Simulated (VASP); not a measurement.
A run of VASP 6.6.1:

File POSCAR:

```
Cu
1.0
    0.0000000000      1.8250000000      1.8250000000
    1.8250000000      0.0000000000      1.8250000000
    1.8250000000      1.8250000000      0.0000000000
Cu
1
Direct
    0.0000000000      0.0000000000      0.0000000000
```

The input INCAR.step1:

```
SYSTEM = Cu
  PREC = Accurate
  ENCUT = 600
  ISMEAR = 0
  SIGMA = 0.1
  LREAL = .False.
  LASPH = .True.
  NELM = 60
  GGA = PE
  ALGO = Normal
  EDIFF = 1E-4
  LWAVE = .True.
  LCHARG = .False.
```

File INCAR.step2:

```
SYSTEM = Cu
  PREC = Accurate
  ENCUT = 600
  EDIFF = 1E-6
  ISMEAR = 0
  SIGMA = 0.1
  LREAL = .False.
  LASPH = .True.
  NELM = 60
  ALGO = Normal
  ISIF = 3
  LWAVE = .False.
  LCHARG = .False.
  METAGGA = R2SCAN
  LMIXTAU = .True.
  LUSE_VDW = .True.
  IVDW_NL = 2
  BPARAM = 11.95
  CPARAM = 0.0093
  IBRION = 2
  NSW = 100
  EDIFFG = -0.05
  ISTART = 1
```

File KPOINTS:

```
regular mesh
0
Gamma
  10 10 10
  0 0 0
```

Potentials or basis: VASP PAW PBE potentials, release 64 (Cu).

Launch:

```console
$ cat potpaw_PBE.64/Cu/POTCAR > POTCAR
$ cp INCAR.step1 INCAR
$ mpirun -np 1 vasp_std > vasp.out
$ cp INCAR.step2 INCAR
$ mpirun -np 1 vasp_std > vasp.out
```

Hardware: 1 thread of AMD EPYC 7R13, with other jobs on the host.

Problem. How long does it take, and how much memory?

Solution. Wall time 3.8 min on 1 thread of AMD EPYC 7R13 (shared host), peak memory 0.2 GiB. Counts: k points 47, ion steps 3.
